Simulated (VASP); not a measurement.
Input of a VASP 6.6.1 run:

The input INCAR:

```
SYSTEM = RbBr
ALGO = Normal ; EDIFF = 1E-6
ENCUT = 520 ; GGA = PE
ISIF = 2 ; ISMEAR = -1
LASPH = .TRUE. ; LCHARG = .FALSE.
LREAL = .FALSE. ; LWAVE = .FALSE.
NBANDS = 15 ; NELM = 100
PREC = Accurate ; SIGMA = 0.05
```

File KPOINTS:

```
k-points
0
G
  7 7 7
  0 0 0
```

Contents of POSCAR:

```
RbBr
1.0
    4.1928721424      0.0000000000      0.0000000000
    0.0000000000      4.1928721424      0.0000000000
    0.0000000000      0.0000000000      4.1928721424
Rb Br
1 1
Direct
    0.0000000000      0.0000000000      0.0000000000
    0.5000000000      0.5000000000      0.5000000000
```

Potentials or basis: VASP PAW PBE potentials, release 64 (Rb_sv, Br).

Launch:

```sh
$ cat potpaw_PBE.64/Rb_sv/POTCAR potpaw_PBE.64/Br/POTCAR > POTCAR
$ mpirun -np 1 vasp_std > vasp.out
```

(1) Predict the band gap on the k mesh.

(2) Estimate the pressure.

## Answers

(1) 3.94 eV, indirect (least direct gap 4.07 eV).

(2) 0.1 GPa.
